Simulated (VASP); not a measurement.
Write the native input for VASP 6.6.1 that does the following.

- Task: single point
- Functional: PBE
- Potentials or basis: VASP PAW PBE potentials, release 64 (As, Pt)
- Cutoff: 500 eV
- k mesh: 5 × 5 × 5
- Occupations: methfessel-paxton, width 0.05 eV
- Spin: no spin polarisation
- Dipole correction: no
- Further INCAR settings: ALGO = Normal; EDIFF = 1e-06; NBANDS = 52

The structure of As2Pt (Sperrylite) lies in POSCAR:

```
As2Pt
1.0
    5.9665000000      0.0000000000      0.0000000000
    0.0000000000      5.9665000000      0.0000000000
    0.0000000000      0.0000000000      5.9665000000
As Pt
8 4
Direct
    0.3830000000      0.3830000000      0.3830000000
    0.1170000000      0.6170000000      0.8830000000
    0.8830000000      0.1170000000      0.6170000000
    0.6170000000      0.8830000000      0.1170000000
    0.6170000000      0.6170000000      0.6170000000
    0.8830000000      0.3830000000      0.1170000000
    0.1170000000      0.8830000000      0.3830000000
    0.3830000000      0.1170000000      0.8830000000
    0.0000000000      0.0000000000      0.0000000000
    0.5000000000      0.0000000000      0.5000000000
    0.5000000000      0.5000000000      0.0000000000
    0.0000000000      0.5000000000      0.5000000000
```

These files were run (other wordings do the same):

INCAR

```
SYSTEM = As2Pt
PREC = Accurate
ENCUT = 500
EDIFF = 1E-6
ISMEAR = 1
SIGMA = 0.05
LREAL = .False.
LASPH = .True.
NELM = 120
ALGO = Normal
ISIF = 2
LWAVE = .False.
LCHARG = .True.
GGA = PE
LELF = .True.
LVHAR = .True.
NBANDS = 52
GGA_COMPAT = .False.
```

KPOINTS

```
Automatic mesh
0
Gamma
  5 5 5
  0 0 0
```

Potentials or basis: VASP PAW PBE potentials, release 64 (As, Pt).

Launch:

```console
$ cat potpaw_PBE.64/As/POTCAR potpaw_PBE.64/Pt/POTCAR > POTCAR
$ mpirun -np 1 vasp_std > vasp.out
```

It gave:

```yaml
Pressure: 7.1 GPa
Largest_force: 0.019 eV/Å
Band_gap_on_the_k_mesh: 0.48 eV, indirect (least direct gap 1.07 eV)
```

Caveat: spin-orbit coupling is left out, which moves the levels of the heavy elements.

Run time: 97 s on 1 thread of Intel(R) Xeon(R) Platinum 8375C CPU @ 2.90GHz (Ice Lake) (shared host), peak memory 0.36 GiB.
